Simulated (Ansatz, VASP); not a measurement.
# Two plane-wave programs on Si

File INCAR:

```
SYSTEM = Si
ALGO = Normal ; EDIFF = 1E-6
EDIFFG = -0.04 ; ENCUT = 600
GGA = PE ; IBRION = 2
ISIF = 3 ; ISMEAR = 0
LASPH = .True. ; LCHARG = .False.
LREAL = .False. ; LWAVE = .False.
NELM = 100 ; NSW = 90
PREC = Accurate ; SIGMA = 0.1
```

Contents of KPOINTS:

```
k-points
0
Gamma
  4 6 4
  0 0 0
```

POSCAR

```
Si
1.0
    4.7495644304      0.0000000000      0.0000000000
    0.6553594675      3.5642743519      0.0000000000
    1.6871173795     -1.2012631792      4.2955676892
Si
3
Direct
    0.0652735319      0.6760499214      0.9451597467
    0.6304284110      0.1254142019      0.7242208550
    0.6593747995      0.3554993289      0.4251588523
```

Input for Ansatz:

```yaml
crystal:
  lattice:
    - [4.7495644304, 0.0, 0.0]
    - [0.6553594675, 3.5642743519, 0.0]
    - [1.6871173795, -1.2012631792, 4.2955676892]
  atoms:
    - { symbol: Si, position: [0.0652735319, 0.6760499214, 0.9451597467] }
    - { symbol: Si, position: [0.630428411, 0.1254142019, 0.724220855] }
    - { symbol: Si, position: [0.6593747995, 0.3554993289, 0.4251588523] }
basis:
  ecutwfc: 420
kpoints:
  mp_grid: { grid: [4, 6, 4] }
hamiltonian:
  xc: pbe
scf:
  occupations: { method: gaussian, width: 0.1 }
  lower_state_search: "off"
output:
  forces: true
  stress: true
  eigenvalues: true
relax:
  adjacent_minimum: "off"
  f_tol: 0.04
  max_steps: 70
  cell: { stress_tol: 0.4 }
```

Alike in both runs: task relaxation of cell and atoms; functional PBE; k mesh 4 × 6 × 4; occupations gaussian, width 0.1 eV; no spin polarisation.

```csv
,VASP,Ansatz
version,VASP 6.6.1,Ansatz 0.2.0
potentials or method,"VASP PAW PBE potentials, release 64 (Si), cutoff 600 eV","scalar-relativistic, plane waves, PAW"
valence electrons in the cell,12,12
```

|  | VASP | Ansatz | Ansatz less VASP |
| --- | --- | --- | --- |
| gap on the k mesh at the Fermi level, each at its own relaxed structure (eV) | none | none | - |
| relaxed volume (Å³/atom) | 16.50 | 15.08 | -1.423 |
| relaxed cell length with the largest relative difference (Å) | 3.807 | 3.599 | -0.2081 |

A gap of «none» marks a metal or a gap that the smearing closes. One of these differences is far larger than is usual between the two programs; its cause wasn't traced.

The k mesh is coarse, so the values compare programs but aren't converged. Noted on VASP's run: the volume moved by over 15 % at a fixed basis, so the end points are rough.
